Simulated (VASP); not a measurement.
Crystal: GaN.

```
Ga N
1.0
     3.21832    0.00000    0.00000
    -1.60916    2.78715    0.00000
     0.00000    0.00000    5.24325
Ga N
2 2
Direct
  0.33333 0.66667 0.99915
  0.66667 0.33333 0.49915
  0.33333 0.66667 0.37585
  0.66667 0.33333 0.87585
```

* Program: VASP 6.6.1
* Task: relaxation of cell and atoms
* Functional: r2SCAN
* Potentials or basis: VASP PAW PBE potentials, release 64 (Ga_d, N)
* Cutoff: 600 eV
* k mesh: 12 × 12 × 4
* Occupations: fermi-dirac, width 0.02 eV
* Spin: no spin polarisation

At the start: pressure -5.1 GPa; volume 11.76 Å³/atom.

Problem. Where does the relaxation end?

Solution. Over 3 steps the energy falls by 5.4 meV/atom and the volume is 11.43 Å³/atom (-2.8 %); space group P6_3mc (No. 186, to 0.1 Å) before and after.

The path:
| step | energy change (eV) | largest force (eV/Å) | pressure (GPa) | volume (Å³) |
| --- | --- | --- | --- | --- |
| 1 | 0.0000 | 0.0091 | -5.13 | 47.03 |
| 2 | -0.0008 | 0.0165 | 5.63 | 44.51 |
| 3 | -0.0215 | 0.0021 | 0.03 | 45.73 |

Final structure:
```
Ga N
1.0
     3.18853    0.00000    0.00000
    -1.59427    2.76135    0.00000
     0.00000    0.00000    5.19410
Ga N
2 2
Direct
  0.33333 0.66667 0.99911
  0.66667 0.33333 0.49911
  0.33333 0.66667 0.37589
  0.66667 0.33333 0.87589
```

Caveat: the PAW data sets were made with another functional, which shifts forces and pressure a little.
